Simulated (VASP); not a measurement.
Set up this calculation in VASP 6.6.1, as the native input.

* Task: single point
* Functional: PBEsol
* Potentials or basis: VASP PAW PBE potentials, release 64 (Sn_d)
* Cutoff: 520 eV
* k mesh: 10 × 10 × 10
* Occupations: fermi-dirac, width 0.05 eV
* Spin: no spin polarisation
* Dipole correction: no
* Further INCAR settings: ALGO = Fast; EDIFF = 1e-07; NBANDS = 13

The structure of Sn lies in POSCAR:

```
Sn
1.0
   -1.9195843076      1.9195843076      1.9195843076
    1.9195843076     -1.9195843076      1.9195843076
    1.9195843076      1.9195843076     -1.9195843076
Sn
1
Direct
    0.0000000000      0.0000000000      0.0000000000
```

One way to write it, as run:

INCAR

```
ALGO     = Fast           # electronic algorithm
EDIFF    = 1E-7           # SCF threshold, eV
ENCUT    = 520            # plane-wave cutoff, eV
GGA      = PS             # functional
ISIF     = 2              # what is computed and relaxed
ISMEAR   = -1             # smearing method
LASPH    = True           # aspherical terms in the spheres
LCHARG   = False          # write CHGCAR
LREAL    = False          # projectors in reciprocal space
LWAVE    = False          # write WAVECAR
NBANDS   = 13             # bands
NELM     = 100            # most SCF steps
PREC     = Accurate       # precision mode
SIGMA    = 0.05           # smearing width, eV
```

KPOINTS

```
k-points
0
Gamma
  10 10 10
```

Potentials or basis: VASP PAW PBE potentials, release 64 (Sn_d).

Run with:

```sh
$ cat potpaw_PBE.64/Sn_d/POTCAR > POTCAR
$ mpirun -np 1 vasp_std > vasp.out
```

It gave:

```json
{
 "Pressure": "-3.8 GPa",
 "Band gap on the k mesh": "zero (band 7 reaches 15.04 eV, above the bottom of band 8 at 5.30 eV)"
}
```

Caveat: the PAW data sets were made with another functional, which shifts forces and pressure a little; spin-orbit coupling is left out, which moves the levels of the heavy elements.

Run time: 13 s on 1 thread of Intel(R) Xeon(R) 6975P-C (Granite Rapids), with other jobs on the host, peak memory 0.15 GiB.
